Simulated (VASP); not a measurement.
## LiMg12 (a cell with a defect): relaxation of the atoms with PBE+D3(BJ)

LiMg12 (a cell with a defect):

```
Mg Li
1.0
     6.42000    0.00000    0.00000
    -4.81500    8.33982    0.00000
     0.00000    0.00000    5.21304
Mg Li
12 1
Direct
  0.00000 0.00000 0.00000
  0.16667 0.22222 0.50000
  0.00000 0.33333 0.00000
  0.16667 0.55556 0.50000
  0.00000 0.66667 0.00000
  0.16667 0.88889 0.50000
  0.50000 0.00000 0.00000
  0.66667 0.22222 0.50000
  0.50000 0.33333 0.00000
  0.66667 0.55556 0.50000
  0.50000 0.66667 0.00000
  0.66667 0.88889 0.50000
  0.84228 0.78297 0.25560
```

```json
{"Program": "VASP 6.6.1", "Task": "relaxation of the atoms", "Functional": "PBE", "Dispersion": "D3(BJ)", "Potentials or basis": "VASP PAW PBE potentials, release 64 (Mg, Li_sv)", "Cutoff": "520 eV", "k mesh": "3 × 2 × 3", "Occupations": "fermi-dirac, width 0.05 eV", "Spin": "no spin polarisation", "Dipole correction": "no", "Further INCAR settings": "ALGO = Normal; EDIFF = 1e-07; IBRION = 2; EDIFFG = -0.08; NSW = 45"}
```

```
Energy gained by relaxing    : 77.0 meV/atom
Ionic steps                  : 9
Largest force after relaxing : 0.074 eV/Å
Dispersion energy per atom   : -0.291 eV
```

Forces on the atoms (eV/Å):
```
Mg   0.018 -0.008  0.043
Mg   0.006  0.018  0.049
Mg   0.030  0.022 -0.047
Mg   0.000  0.068 -0.001
Mg   0.024 -0.003 -0.063
Mg  -0.023 -0.015  0.021
Mg   0.000 -0.067  0.013
Mg  -0.035 -0.006  0.044
Mg   0.002 -0.009 -0.043
Mg  -0.019 -0.005 -0.026
Mg  -0.036 -0.014 -0.063
Mg   0.014 -0.019  0.041
Li   0.020  0.039  0.032
```

Step by step:
```csv
step,energy change (eV),largest force (eV/Å),pressure (GPa)
1,0.0000,1.6205,0.99
2,-0.4575,0.9798,0.56
3,-0.8613,0.4815,0.46
4,-0.8666,0.4356,0.41
5,-0.9074,0.3241,0.38
6,-0.9452,0.2395,0.36
7,-0.9705,0.1616,0.34
8,-0.9873,0.1613,0.35
9,-1.0007,0.0740,0.34
```

Final structure:
```
Mg Li
1.0
     6.42000    0.00000    0.00000
    -4.81500    8.33982    0.00000
     0.00000    0.00000    5.21304
Mg Li
12 1
Direct
  0.02050 0.02863 0.97254
  0.16015 0.21873 0.47914
  0.99451 0.33025 0.98995
  0.16807 0.55881 0.46478
  0.00573 0.64879 0.96210
  0.20050 0.90465 0.54227
  0.49906 0.99746 0.03749
  0.67419 0.22628 0.51063
  0.50659 0.33636 0.01863
  0.64594 0.52799 0.52539
  0.47065 0.65279 0.96322
  0.66047 0.90671 0.53900
  0.83593 0.77886 0.25044
```

Levels at points of the mesh, in eV from the Fermi level:
```
           k point  band 11  band 12  band 13  band 14  band 15  band 16
(0.00, 0.00, 0.00)    -0.43    -0.09     0.07     0.27     0.34     0.64
(0.00, 0.50, 0.00)    -1.04    -1.03    -0.86    -0.41    -0.06     1.60
```

Wall time 3.2 min on 1 × NVIDIA H100 80GB with 1 thread of AMD EPYC 7R13 Processor (Zen 3), on a shared host, peak memory 1.4 GiB.

Caveat: the k points lie up to 0.40 Å⁻¹ apart; the cutoff is under 1.25 times the usual one of these potentials, so pressure, stress and relaxed cells hold a basis-set (Pulay) error; the relaxation stopped at a loose force limit of 0.08 eV/Å, so its end isn't a converged minimum.
